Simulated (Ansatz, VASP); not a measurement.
**MnAs in VASP and in Ansatz**

```
Mn As
1.0
     0.00000    2.56128    2.56128
     2.56128    0.00000    2.56128
     2.56128    2.56128    0.00000
Mn As
1 1
Direct
  0.00000 0.00000 0.00000
  0.50000 0.50000 0.50000
```

Change from the starting cell: volume scaled by 0.975.

Alike in both runs: task single point; functional PBE; k mesh 12 × 12 × 12; occupations fermi-dirac, width 0.08 eV; collinear spin.

|  | VASP | Ansatz |
| --- | --- | --- |
| version | VASP 6.6.1 | Ansatz 0.2.0 |
| potentials or method | VASP PAW PBE potentials, release 64 (Mn_pv, As), cutoff 520 eV | all-electron LAPW, scalar-relativistic |

```tsv
	VASP	Ansatz	Ansatz less VASP
pressure (GPa)	2.1	2.0	-0.13
net moment per atom (μB)	1.81	1.81	+0.003
size of the moment on the site where the two differ most (μB)	3.56	3.62	+0.059
```

Site moments also hang on the region over which each program counts them. Ansatz ran all-electron here, and VASP with PAW potentials.
